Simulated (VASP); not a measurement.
P, 1 atom in the cell. The structure is cubic, space group Fm-3m (No. 225). The conventional cell has a = 3.597 Å, b = 3.597 Å, c = 3.597 Å, α = 90.00°, β = 90.00°, γ = 90.00°. Within 3.4 Å of P (site symmetry m-3m) lie 12 P at 2.54 Å.  This cell differs from its parent crystal: volume scaled by 0.84.

- Program: VASP 6.6.1
- Task: single point
- Functional: LDA
- Potentials or basis: VASP PAW LDA potentials, release 64 (P)
- Cutoff: 520 eV
- k mesh: 17 × 17 × 17
- Occupations: fermi-dirac, width 0.1 eV
- Spin: no spin polarisation
- Dipole correction: no
- Further INCAR settings: ALGO = Normal; EDIFF = 1e-07; NBANDS = 8

Potentials or basis: VASP PAW LDA potentials, release 64 (P).

Command:

```console
$ cat potpaw_LDA.64/P/POTCAR > POTCAR
$ mpirun -np 1 vasp_std > vasp.out
```

Hardware: 1 thread of AMD EPYC 7R13 Processor (Zen 3), with other jobs on the host.

Question: How long does it take, and how much memory?

Answer: It took 8.9 s on 1 thread of AMD EPYC 7R13 Processor (Zen 3) (shared host), peak memory 0.09 GiB. Counts: scf iterations 10, k points 165.
